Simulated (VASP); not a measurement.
Runs of VASP 6.6.1 on ZnS. The structure is that of space group F-43m (No. 216), or close to it. The cells are those of the table. 

```tsv
level	cell	smearing	gap on the mesh (eV)	pressure (GPa)	largest force (eV/Å)
r2SCAN	a = 3.817, b = 3.817, c = 3.744 Å, angles 60.6, 60.6, 58.7°, 2 atoms	gaussian 0.01 eV	2.73	1.2	-
PBE	a = 3.681 Å, angles 60.0°, 2 atoms	fermi-dirac 0.02 eV	2.62	12.7	-
PBE	a = 3.817, b = 3.817, c = 3.744 Å, angles 60.6, 60.6, 58.7°, 2 atoms	fermi-dirac 0.02 eV	(a)	3.6	-
PBE	a = 3.808 Å, angles 60.6°, 2 atoms	fermi-dirac 0.02 eV	2.05	1.5	0.01
r2SCAN	a = 3.808 Å, angles 60.6°, 2 atoms	gaussian 0.01 eV	2.61	-0.9	0.01
r2SCAN	a = 3.681 Å, angles 60.0°, 2 atoms	gaussian 0.01 eV	3.21	(b)	-
```

Alike in all rows: task single point; potentials or basis VASP PAW PBE potentials, release 64 (Zn, S); no spin polarisation; k mesh 8 × 8 × 8; cutoff (eV) 520.

Question: Estimate the missing entries.

Answer: (a) 2.16; (b) 10.3.

Caveats: the PAW data sets were made with another functional, which shifts forces and pressure a little (some runs).

A k mesh can miss the band edges.
